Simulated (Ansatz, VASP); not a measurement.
## GdYF in VASP and in Ansatz

```
CELL_PARAMETERS angstrom
4.15472 0.00000 0.00000
-2.07736 3.59810 0.00000
0.00000 0.00000 4.58513
ATOMIC_POSITIONS crystal
Y 0.00000 0.00000 0.00000
Gd 0.33333 0.66667 0.50000
F 0.66667 0.33333 0.50000
```

Change from the starting cell: species swapped into the SrGaGe type (P-6m2, No. 187).

Alike in both runs: task single point; functional PBE; k mesh 6 × 6 × 4; occupations gaussian, width 0.1 eV; collinear spin.

|  | VASP | Ansatz |
| --- | --- | --- |
| version | VASP 6.6.1 | Ansatz 0.2.0 |
| potentials or method | VASP PAW PBE potentials, release 64 (Y_sv, Gd, F), cutoff 520 eV | scalar-relativistic, plane waves, PAW |
| valence electrons in the cell | 36 | 36 |

Ansatz gave:

* gap on the k mesh at the Fermi level (eV): none
* pressure (GPa): 6.1
* traceless stress, the component that is largest in VASP (GPa): 5.84
* net moment per atom (μB): 2.75
* size of the moment on the site where the two differ most (μB): 0.46

Q: What did VASP give for the same quantities?

A: gap on the k mesh at the Fermi level (eV): none; pressure (GPa): 6.1; traceless stress, the component that is largest in VASP (GPa): 5.81; net moment per atom (μB): 2.75; size of the moment on the site where the two differ most (μB): 0.52.

Site moments also hang on the region over which each program counts them. A gap of «none» marks a metal or a gap that the smearing closes.

Neither program's run includes spin-orbit coupling.
